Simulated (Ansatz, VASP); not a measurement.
## ScPt3S in VASP and in Ansatz

```xyz
5
Lattice="4.5099 0.0000 0.0000 -2.2550 3.9057 0.0000 0.0000 0.0000 5.2974" Properties=species:S:1:pos:R:3 pbc="T T T"
Sc    0.0000    2.6038    2.6487
Pt    0.0000    0.0000    3.9743
Pt    0.0000    0.0000    1.3231
Pt    2.2550    1.3019    2.6487
S     2.2550    1.3019    0.0000
```

Change from the starting cell: species swapped into the GaNi3As type (P-6m2, No. 187).

Alike in both runs: functional PBE; k mesh 6 × 6 × 4; occupations gaussian, width 0.1 eV; no spin polarisation.

Ansatz relaxed the structure, and its values are those at the end. VASP's run is a single point on that final structure, the one shown.

```csv
,VASP,Ansatz
version,VASP 6.6.1,Ansatz 0.2.0
potentials or method,"VASP PAW PBE potentials, release 64 (Sc_sv, Pt, S), cutoff 520 eV","scalar-relativistic, plane waves, PAW"
valence electrons in the cell,47,71
```

Ansatz gave:

- gap on the k mesh at the Fermi level (eV): none
- pressure (GPa): -0.2
- rms of the force components (eV/Å): 0.009

Estimate VASP's values.

gap on the k mesh at the Fermi level (eV): none; pressure (GPa): -0.2; rms of the force components (eV/Å): 0.010.

A gap of «none» marks a metal or a gap that the smearing closes. VASP's potentials hold 47 valence electrons a cell and Ansatz's 71, so a difference there can come from the potentials and not from the codes.

Spin-orbit coupling is off throughout.
